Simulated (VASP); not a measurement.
# GaOs3 (Pm-3m) in VASP: further runs

The runs below take GaOs3 through single point, relaxation of cell and atoms, with PBE.

Everything below comes from runs of VASP 6.6.1. Logs are shortened: lines on timing, memory, paths and dates and some standing lists are left out, and cuts for length are marked.

**1. The cell of the first run**

The structure is cubic, space group Pm-3m (No. 221). The conventional cell has a = 3.877 Å, b = 3.877 Å, c = 3.877 Å, α = 90.00°, β = 90.00°, γ = 90.00°. Ga (site symmetry m-3m) has 12 Os at 2.74 Å within 3.6 Å. Within 3.6 Å of Os (site symmetry 4/mmm) lie 4 Ga at 2.74 Å and 8 Os at 2.74 Å.

**2. Single point, PBE**

File INCAR:

```
SYSTEM = GaOs3
PREC = Accurate ; ENCUT = 520
EDIFF = 1E-6 ; ISMEAR = 0
SIGMA = 0.1 ; LREAL = .FALSE.
LASPH = .TRUE. ; NELM = 60
ALGO = Normal ; ISIF = 2
LWAVE = .FALSE. ; LCHARG = .FALSE.
GGA = PE ; NBANDS = 26
```

File KPOINTS:

```
Automatic mesh
0
G
  4 4 4
  0 0 0
```

File POSCAR:

```
GaOs3
1.0
    3.8768684437      0.0000000000      0.0000000000
    0.0000000000      3.8768684437      0.0000000000
    0.0000000000      0.0000000000      3.8768684437
Ga Os
1 3
Direct
    0.0000000000      0.0000000000      0.0000000000
    0.0000000000      0.5000000000      0.5000000000
    0.5000000000      0.0000000000      0.5000000000
    0.5000000000      0.5000000000      0.0000000000
```

Potentials or basis: VASP PAW PBE potentials, release 64 (Ga_d, Os).

The run is started by

```
cat potpaw_PBE.64/Ga_d/POTCAR potpaw_PBE.64/Os/POTCAR > POTCAR
mpirun -np 1 vasp_std > vasp.out
```

OUTCAR:

```text
SYSTEM = GaOs3
   PREC = Accurate
   ENCUT = 520
   EDIFF = 1E-6
   ISMEAR = 0
   LREAL = .FALSE.
   LASPH = .TRUE.
   NELM = 60
   ISIF = 2
   GGA = PE

 ion  position               nearest neighbor table
   1  0.000  0.000  0.000-   2 2.74   3 2.74   4 2.74   2 2.74   3 2.74   2 2.74   4 2.74   2 2.74
                             3 2.74   4 2.74   3 2.74   4 2.74
   2  0.000  0.500  0.500-   1 2.74   3 2.74   4 2.74   1 2.74   4 2.74   1 2.74   3 2.74   1 2.74
                             3 2.74   4 2.74   4 2.74   3 2.74
   3  0.500  0.000  0.500-   1 2.74   2 2.74   4 2.74   1 2.74   4 2.74   2 2.74   4 2.74   4 2.74
                             1 2.74   2 2.74   1 2.74   2 2.74
   4  0.500  0.500  0.000-   1 2.74   2 2.74   3 2.74   2 2.74   3 2.74   1 2.74   3 2.74   3 2.74
                             1 2.74   2 2.74   2 2.74   1 2.74

  LATTYP: Found a simple cubic cell.
 ALAT       =     3.8768684437

  Lattice vectors:

 A1 = (   3.8768684437,   0.0000000000,   0.0000000000)
 A2 = (   0.0000000000,   3.8768684437,   0.0000000000)
 A3 = (   0.0000000000,   0.0000000000,   3.8768684437)

Analysis of symmetry for initial positions (statically):
=====================================================================
 Subroutine PRICEL returns:
 Original cell was already a primitive cell.

 Routine SETGRP: Setting up the symmetry group for a
 simple cubic supercell.

 Subroutine GETGRP returns: Found 48 space group operations
 (whereof 48 operations were pure point group operations)
 out of a pool of 48 trial point group operations.

The static configuration has the point symmetry O_h .

Analysis of symmetry for dynamics (positions and initial velocities):
=====================================================================
 Subroutine PRICEL returns:
 Original cell was already a primitive cell.

 Routine SETGRP: Setting up the symmetry group for a
 simple cubic supercell.

 Subroutine GETGRP returns: Found 48 space group operations
 (whereof 48 operations were pure point group operations)
 out of a pool of 48 trial point group operations.

The dynamic configuration has the point symmetry O_h .

 Subroutine INISYM returns: Found 48 space group operations
 (whereof 48 operations are pure point group operations),
 and found     1 'primitive' translations

----------------------------------------------------------------------------------------

                                     Primitive cell

  volume of cell :      58.2698

  direct lattice vectors                    reciprocal lattice vectors
     3.876868444  0.000000000  0.000000000     0.257940143  0.000000000  0.000000000
     0.000000000  3.876868444  0.000000000     0.000000000  0.257940143  0.000000000
     0.000000000  0.000000000  3.876868444     0.000000000  0.000000000  0.257940143

  length of vectors
     3.876868444  3.876868444  3.876868444     0.257940143  0.257940143  0.257940143

  position of ions in fractional coordinates (direct lattice)
     0.000000000  0.000000000  0.000000000
     0.000000000  0.500000000  0.500000000
     0.500000000  0.000000000  0.500000000
     0.500000000  0.500000000  0.000000000

  ion indices of the primitive-cell ions
   primitive index   ion index
                 1           1
                 2           2
                 3           3
                 4           4

----------------------------------------------------------------------------------------

 KPOINTS: Automatic mesh

Automatic generation of k-mesh.
 Grid dimensions read from file:
 generate k-points for:    4    4    4

 Generating k-lattice:

  Cartesian coordinates                     Fractional coordinates (reciprocal lattice)
     0.064485036  0.000000000  0.000000000     0.250000000  0.000000000  0.000000000
     0.000000000  0.064485036  0.000000000     0.000000000  0.250000000  0.000000000
     0.000000000  0.000000000  0.064485036     0.000000000  0.000000000  0.250000000

  Length of vectors
     0.064485036  0.064485036  0.064485036

  Shift w.r.t. Gamma in fractional coordinates (k-lattice)
     0.000000000  0.000000000  0.000000000

 Subroutine IBZKPT returns following result:
 ===========================================

 Found     10 irreducible k-points:

 Following reciprocal coordinates:
            Coordinates               Weight
  0.000000  0.000000  0.000000      1.000000
  0.250000  0.000000  0.000000      6.000000
  0.500000  0.000000  0.000000      3.000000
  0.250000  0.250000  0.000000     12.000000
  0.500000  0.250000  0.000000     12.000000
  0.500000  0.500000  0.000000      3.000000
  0.250000  0.250000  0.250000      8.000000
  0.500000  0.250000  0.250000     12.000000
  0.500000  0.500000  0.250000      6.000000
  0.500000  0.500000  0.500000      1.000000
   k-points           NKPTS =     10   k-points in BZ     NKDIM =     10   number of bands    NBANDS=     26
   number of dos      NEDOS =    301   number of ions     NIONS =      4
   total plane-waves  NPLWV =  27000
   dimension x,y,z NGX =    30 NGY =   30 NGZ =   30
   dimension x,y,z NGXF=    60 NGYF=   60 NGZF=   60
   ions per type =               1   3
   NGX,Y,Z   is equivalent  to a cutoff of  12.86, 12.86, 12.86 a.u.
   NGXF,Y,Z  is equivalent  to a cutoff of  25.73, 25.73, 25.73 a.u.
 SYSTEM =  GaOs3
   PREC   = accura    normal or accurate (medium, high low for compatibility)
   ISTART =      0    job   : 0-new  1-cont  2-samecut
   ICHARG =      2    charge: 1-file 2-atom 10-const
   ISPIN  =      1    spin polarized calculation?
   LNONCOLLINEAR =      F non collinear calculations
   LSORBIT =      F    spin-orbit coupling
   LASPH  =      T    aspherical Exc in radial PAW
   ENCUT  =  520.0 eV  38.22 Ry    6.18 a.u.   7.21  7.21  7.21*2*pi/ulx,y,z
   NELM   =     60;   NELMIN=  2; NELMDL= -5     # of ELM steps
   EDIFF  = 0.1E-05   stopping-criterion for ELM
   LREAL  =      F    real-space projection
   EDIFFG = 0.1E-04   stopping-criterion for IOM
   NSW    =      0    number of steps for IOM
   IBRION =     -1    ionic relax: 0-MD 1-quasi-New 2-CG
   NFREE  =      0    steps in history (QN), initial steepest desc. (CG)
   ISIF   =      2    stress and relaxation
   ISYM   =      2    0-nonsym 1-usesym 2-fastsym
   POTIM  = 0.5000    time-step for ionic-motion
   TEBEG  =    0.0;   TEEND  =   0.0 temperature during run
   PSTRESS=    0.0 pullay stress
   NELECT =      37.0000    total number of electrons
   NUPDOWN=      -1.0000    fix difference up-down
   EMIN   =  10.00;   EMAX   =-10.00  energy-range for DOS
   EFERMI =   0.00;   METHOD = LEGACY
   ISMEAR =     0;   SIGMA  =   0.10  broadening in eV -4-tet -1-fermi 0-gaus
   EFERMI_NEDOS =   21; number of points for ismear=-14 and -15
   IALGO  =     38    algorithm
   IMIX   =      4    mixing-type and parameters
     AMIX     =   0.40;   BMIX     =  1.00
     AMIX_MAG =   1.60;   BMIX_MAG =  1.00
  volume/ion in A,a.u.               =      14.57        98.31
  Fermi-wavevector in a.u.,A,eV,Ry     =   1.407109  2.659050 26.938925  1.979955
  Thomas-Fermi vector in A             =   2.529401
   LORBIT       =      0    0 simple, 1 ext, 2 COOP (PROOUT), +10 PAW based schemes
   GGA     = PE    functional components
   LHFCALC =     F    Hartree Fock is set to
   AEXX    =    0.0000 exact exchange contribution
   IVDW    =     0    specifies the selected vdW correction
   LEPSILON=     F    determine dielectric tensor
   LRPA    =     F    only Hartree local field effects (RPA)
 non-spin polarized calculation
 Gauss-broadening in eV      SIGMA  =   0.10
  energy-cutoff  :      520.00
  volume of cell :       58.27
 maximum number of plane-waves:      1596
 NGX is ok and might be reduce to    30
   NGX = 15   NGY = 15   NGZ = 15

 number of electron      36.9999992 magnetization

 Free energy of the ion-electron system (eV)
  ---------------------------------------------------
  ext. energy  EPLUGINS =         0.00000000
  ---------------------------------------------------
  free energy    TOTEN  =       -34.61328417 eV

  energy without entropy =      -34.57952887  energy(sigma->0) =      -34.59640652

 E-fermi :   8.4619     XC(G=0): -13.4627

 val. band max:        8.4612052697   @ k =   0.2500   0.2500   0.2500
 cond. band min:       8.4735945420   @ k =   0.5000   0.5000   0.5000
 fundamental gap:      0.0123892723
 Fermi energy:         8.4619461011

 k-point     1 :       0.0000    0.0000    0.0000
  band No.  band energies     occupation
      1      -6.4651      2.00000
      2      -6.4651      2.00000
      3      -6.4432      2.00000
      4      -6.4432      2.00000
      5      -6.4432      2.00000
      6      -2.8343      2.00000
[... 18 lines left out ...]
     25      13.6817      0.00000
     26      17.5807      0.00000

 k-point     2 :       0.2500    0.0000    0.0000
  band No.  band energies     occupation
      1      -6.4466      2.00000
      2      -6.4387      2.00000
      3      -6.4317      2.00000
      4      -6.4242      2.00000
      5      -6.4242      2.00000
      6      -2.0393      2.00000
[... 18 lines left out ...]
     25      13.1752      0.00000
     26      17.7982      0.00000

 k-point     3 :       0.5000    0.0000    0.0000
  band No.  band energies     occupation
      1      -6.4343      2.00000
      2      -6.4286      2.00000
      3      -6.4051      2.00000
      4      -6.4051      2.00000
      5      -6.3984      2.00000
      6      -0.2730      2.00000
[... 18 lines left out ...]
     25      14.8505      0.00000
     26      15.9020      0.00000

 k-point     4 :       0.2500    0.2500    0.0000
  band No.  band energies     occupation
      1      -6.4391      2.00000
      2      -6.4239      2.00000
      3      -6.4204      2.00000
      4      -6.4156      2.00000
      5      -6.4087      2.00000
      6      -1.3187      2.00000
[... 18 lines left out ...]
     25      13.6947      0.00000
     26      16.1702      0.00000

 k-point     5 :       0.5000    0.2500    0.0000
  band No.  band energies     occupation
      1      -6.4281      2.00000
      2      -6.4201      2.00000
      3      -6.4149      2.00000
      4      -6.4055      2.00000
      5      -6.3809      2.00000
      6       0.1344      2.00000
[... 18 lines left out ...]
     25      14.8396      0.00000
     26      15.7970      0.00000

 k-point     6 :       0.5000    0.5000    0.0000
  band No.  band energies     occupation
      1      -6.4501      2.00000
      2      -6.4062      2.00000
      3      -6.4058      2.00000
      4      -6.4058      2.00000
      5      -6.3590      2.00000
      6       0.8158      2.00000
[... 18 lines left out ...]
     25      15.0757      0.00000
     26      17.8898      0.00000

 k-point     7 :       0.2500    0.2500    0.2500
  band No.  band energies     occupation
      1      -6.4351      2.00000
      2      -6.4351      2.00000
      3      -6.4252      2.00000
      4      -6.3963      2.00000
      5      -6.3963      2.00000
      6      -0.7314      2.00000
[... 18 lines left out ...]
     25      14.3457      0.00000
     26      16.1296      0.00000

 k-point     8 :       0.5000    0.2500    0.2500
  band No.  band energies     occupation
      1      -6.4325      2.00000
      2      -6.4309      2.00000
      3      -6.4309      2.00000
      4      -6.3979      2.00000
      5      -6.3752      2.00000
      6       0.1732      2.00000
[... 18 lines left out ...]
     25      12.4060      0.00000
     26      15.2219      0.00000

 k-point     9 :       0.5000    0.5000    0.2500
  band No.  band energies     occupation
      1      -6.4570      2.00000
      2      -6.4353      2.00000
      3      -6.4353      2.00000
      4      -6.3900      2.00000
      5      -6.3664      2.00000
      6       0.1177      2.00000
[... 18 lines left out ...]
     25      13.1794      0.00000
     26      16.0598      0.00000

 k-point    10 :       0.5000    0.5000    0.5000
  band No.  band energies     occupation
      1      -6.4640      2.00000
      2      -6.4640      2.00000
      3      -6.4640      2.00000
      4      -6.3738      2.00000
      5      -6.3738      2.00000
      6      -0.3426      2.00000
[... 18 lines left out ...]
     25      11.9626      0.00000
     26      15.5611      0.00000

------------------------ aborting loop because EDIFF is reached ----------------------------------------

  FORCE on cell =-STRESS in cart. coord.  units (eV):
  Direction    XX          YY          ZZ          XY          YZ          ZX
  --------------------------------------------------------------------------------------
  -------------------------------------------------------------------------------------
  Total        0.0926439      0.0926439      0.0926439     -0.0000000      0.0000000      0.0000000
  in kB        2.5473248      2.5473248      2.5473248     -0.0000000      0.0000000      0.0000000
  external PRESSURE =       2.5473248 kB  Pullay stress =       0.0000000 kB

 VOLUME and BASIS-vectors are now :
 -----------------------------------------------------------------------------
  energy-cutoff  :      520.00
  volume of cell :       58.27
      direct lattice vectors                 reciprocal lattice vectors
     3.876868444  0.000000000  0.000000000     0.257940143  0.000000000  0.000000000
     0.000000000  3.876868444  0.000000000     0.000000000  0.257940143  0.000000000
     0.000000000  0.000000000  3.876868444     0.000000000  0.000000000  0.257940143

 POSITION                                       TOTAL-FORCE (eV/Angst)
 -----------------------------------------------------------------------------------
      0.00000      0.00000      0.00000         0.000000      0.000000      0.000000
      0.00000      1.93843      1.93843         0.000000      0.000000      0.000000
      1.93843      0.00000      1.93843         0.000000      0.000000      0.000000
      1.93843      1.93843      0.00000         0.000000      0.000000      0.000000
 -----------------------------------------------------------------------------------
    total drift:                                0.000000      0.000000     -0.000000

  FREE ENERGIE OF THE ION-ELECTRON SYSTEM (eV)
  ---------------------------------------------------
  free  energy   TOTEN  =       -34.6132841671 eV

  energy  without entropy=      -34.5795288674  energy(sigma->0) =      -34.59640652
```

It took 35 s on 1 thread of Intel Xeon 8259CL, shared host; peak memory 0.17 GiB.

What came out:

* Free energy: -34.6133 eV
* Pressure: 0.3 GPa
* Band gap on the k mesh: zero (an odd number of electrons rules out a gap without spin polarisation)

Caveat: the k points lie up to 0.41 Å⁻¹ apart, too coarse for converged energies and pressures of a metal; spin-orbit coupling is left out, which moves the levels of the heavy elements.

**3. Relaxation of cell and atoms, PBE**

This run uses another cell than the first one, of 14.05 Å³/atom.

File INCAR:

```
PREC = Accurate
ENCUT = 600
EDIFF = 1E-6
ISMEAR = 0
SIGMA = 0.1
LREAL = False
LASPH = True
NELM = 100
ALGO = Fast
ISIF = 3
LWAVE = False
LCHARG = False
GGA = PE
IBRION = 2
NSW = 90
EDIFFG = -0.04
```

File KPOINTS:

```
regular mesh
0
Gamma
  4 4 4
```

File POSCAR:

```
GaOs3
1.0
    3.8306309368      0.0000000000      0.0000000000
    0.0000000000      3.8306309368      0.0000000000
    0.0000000000      0.0000000000      3.8306309368
Ga Os
1 3
Direct
    0.0000000000      0.0000000000      0.0000000000
    0.0000000000      0.5000000000      0.5000000000
    0.5000000000      0.0000000000      0.5000000000
    0.5000000000      0.5000000000      0.0000000000
```

Potentials or basis: VASP PAW PBE potentials, release 64 (Ga_d, Os).

The run is started by

```
cat potpaw_PBE.64/Ga_d/POTCAR potpaw_PBE.64/Os/POTCAR > POTCAR
mpirun -np 1 vasp_std > vasp.out
```

OUTCAR:

```text
PREC = Accurate
   ENCUT = 600
   EDIFF = 1E-6
   ISMEAR = 0
   LREAL = False
   LASPH = True
   NELM = 100
   ISIF = 3
   GGA = PE
   IBRION = 2
   NSW = 90
   EDIFFG = -0.04

 ion  position               nearest neighbor table
   1  0.000  0.000  0.000-   2 2.71   3 2.71   4 2.71   2 2.71   3 2.71   2 2.71   4 2.71   2 2.71
                             3 2.71   4 2.71   3 2.71   4 2.71
   2  0.000  0.500  0.500-   1 2.71   3 2.71   4 2.71   1 2.71   4 2.71   1 2.71   3 2.71   1 2.71
                             3 2.71   4 2.71   4 2.71   3 2.71
   3  0.500  0.000  0.500-   1 2.71   2 2.71   4 2.71   1 2.71   4 2.71   2 2.71   4 2.71   4 2.71
                             1 2.71   2 2.71   1 2.71   2 2.71
   4  0.500  0.500  0.000-   1 2.71   2 2.71   3 2.71   2 2.71   3 2.71   1 2.71   3 2.71   3 2.71
                             1 2.71   2 2.71   2 2.71   1 2.71

[... 182 lines left out ...]
  -------------------------------------------------------------------------------------
  Total        4.1901598      4.1901598      4.1901598      0.0000000     -0.0000000      0.0000000
  in kB      119.4346189    119.4346189    119.4346189      0.0000000     -0.0000000      0.0000000
  external PRESSURE =     119.4346189 kB  Pullay stress =       0.0000000 kB
[... 101 lines left out ...]
--------------------------------------- Ionic step        4  -------------------------------------------

 number of electron      37.0000000 magnetization

 Free energy of the ion-electron system (eV)
  ---------------------------------------------------
  ext. energy  EPLUGINS =         0.00000000
  ---------------------------------------------------
  free energy    TOTEN  =       -34.61435292 eV

  energy without entropy =      -34.58057246  energy(sigma->0) =      -34.59746269

 E-fermi :   8.4476     XC(G=0): -13.4563

 val. band max:        8.4468821462   @ k =   0.2500   0.2500   0.2500
 cond. band min:       8.4586175119   @ k =   0.5000   0.5000   0.5000
 fundamental gap:      0.0117353657
 Fermi energy:         8.4475540928

 k-point     1 :       0.0000    0.0000    0.0000
  band No.  band energies     occupation
      1      -6.4785      2.00000
      2      -6.4785      2.00000
      3      -6.4566      2.00000
      4      -6.4566      2.00000
      5      -6.4566      2.00000
      6      -2.8393      2.00000
[... 270 lines left out ...]
  FREE ENERGIE OF THE ION-ELECTRON SYSTEM (eV)
  ---------------------------------------------------
  free  energy   TOTEN  =       -34.6143529221 eV

  energy  without entropy=      -34.5805724600  energy(sigma->0) =      -34.59746269

 reached required accuracy - stopping structural energy minimisation
```

Wall time 2.4 min (1 thread of Intel Xeon 8259CL, shared host); peak memory 0.19 GiB.

What came out:

```
Free energy                           : -34.6144 eV
Relaxed volume                        : 14.58 Å³/atom
Relaxed cell                          : a = 3.878 Å, b = 3.878 Å, c = 3.878 Å, α = 90.00°, β = 90.00°, γ = 90.00°
Space group after relaxing (to 0.1 Å) : Pm-3m (No. 221)
Energy gained by relaxing             : 19.0 meV/atom
Ionic steps                           : 4
Pressure after relaxing               : 0.0 GPa
Band gap on the k mesh                : zero (an odd number of electrons rules out a gap without spin polarisation)
```

Step by step:
| step | energy change (eV) | largest force (eV/Å) | pressure (GPa) | volume (Å³) |
| --- | --- | --- | --- | --- |
| 1 | 0.0000 | 0.0000 | 11.94 | 56.21 |
| 2 | 0.5193 | 0.0000 | -24.96 | 65.17 |
| 3 | -0.0758 | 0.0000 | -0.49 | 58.43 |
| 4 | -0.0760 | 0.0000 | -0.01 | 58.33 |

Final structure:
```
Ga Os
1.0
     3.87830    0.00000    0.00000
     0.00000    3.87830    0.00000
     0.00000    0.00000    3.87830
Ga Os
1 3
Cartesian
  0.0000 0.0000 0.0000
  0.0000 1.9392 1.9392
  1.9392 0.0000 1.9392
  1.9392 1.9392 0.0000
```

Caveat: the k points lie up to 0.41 Å⁻¹ apart in the final cell, too coarse for converged energies and pressures of a metal; spin-orbit coupling is left out, which moves the levels of the heavy elements.

(Part 1 of 2 ends here.)
